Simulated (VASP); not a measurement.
Set up this calculation in VASP 6.6.1, as the native input.

* Task: single point
* Functional: PBEsol
* Potentials or basis: VASP PAW PBE potentials, release 64 (Ag)
* Cutoff: 520 eV
* k mesh: 18 × 18 × 4
* Occupations: gaussian, width 0.15 eV
* Spin: no spin polarisation
* Dipole correction: no
* Further INCAR settings: ALGO = Fast; EDIFF = 1e-06; NBANDS = 42

The structure of Ag lies in POSCAR:

```
Ag
1.0
    2.0431000000     -2.0431000000      0.0000000000
    2.0431000000      0.0000000000     -2.0431000000
   11.9182195400      6.2994902300      6.2994902300
Ag
6
Direct
    0.5902902783      0.5902902783      0.0833166667
   -0.8402930550     -0.8402930550      0.9166500000
    0.1041736117      0.1041736117      0.2499833333
    0.1319402783      0.1319402783      0.5833166667
   -0.3819430550     -0.3819430550      0.4166500000
   -0.3541763883     -0.3541763883      0.7499833333
```

This cell differs from its parent crystal: the part above a cut slid along it.

These files were run (other wordings do the same):

INCAR

```
SYSTEM = Ag
PREC = Accurate ; ENCUT = 520
EDIFF = 1E-6 ; ISMEAR = 0
SIGMA = 0.15 ; LREAL = .False.
LASPH = .True. ; NELM = 80
ALGO = Fast ; ISIF = 2
LWAVE = .False. ; LCHARG = .False.
GGA = PS ; NBANDS = 42
```

KPOINTS

```
regular mesh
0
Gamma
  18 18 4
  0 0 0
```

Potentials or basis: VASP PAW PBE potentials, release 64 (Ag).

The run is started by

```console
$ cat potpaw_PBE.64/Ag/POTCAR > POTCAR
$ mpirun -np 1 vasp_std > vasp.out
```

Results of the run:

```yaml
Pressure: -2.6 GPa
Largest_force: 0.164 eV/Å
Band_gap_on_the_k_mesh: zero (bands 33 and 34 overlap by 6.30 eV)
```

Caveat: the cell differs from its parent crystal (the part above a cut slid along it); the PAW data sets were made with another functional, which shifts forces and pressure a little.

Wall time 39 min on 1 thread of Oxide Virtual Turin-like Processor (shared host), peak memory 0.99 GiB.
